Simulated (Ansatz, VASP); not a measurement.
Be3GeF2 in VASP and in Ansatz

```
CELL_PARAMETERS angstrom
2.29153 1.32302 3.77771
-2.29153 1.32302 3.77771
0.00000 -2.64603 3.77771
ATOMIC_POSITIONS crystal
Be 0.00000 0.50000 0.00000
Be 0.50000 0.00000 0.00000
Be 0.00000 0.00000 0.50000
Ge 0.50000 0.50000 0.50000
F 0.71038 0.71038 0.71038
F 0.28962 0.28962 0.28962
```

Alike in both runs: functional PBE; k mesh 6 × 6 × 6; occupations gaussian, width 0.1 eV; no spin polarisation.

Ansatz relaxed the structure, and its values are those at the end. VASP's run is a single point on that final structure, the one shown.

```csv
,VASP,Ansatz
version,VASP 6.6.1,Ansatz 0.2.0
potentials or method,"VASP PAW PBE potentials, release 64 (Be, Ge_d, F), cutoff 520 eV","scalar-relativistic, plane waves, PAW"
valence electrons in the cell,34,34
```

Ansatz gave:

| Property | Result |
| --- | --- |
| gap on the k mesh at the Fermi level (eV) | 0.07 |
| least direct gap on the mesh (eV) | 0.56 |
| pressure (GPa) | 0.3 |
| rms of the force components (eV/Å) | 0.003 |

Task: What did VASP give for the same quantities?

Result: gap on the k mesh at the Fermi level (eV): 0.07; least direct gap on the mesh (eV): 0.56; pressure (GPa): 0.2; rms of the force components (eV/Å): 0.014.
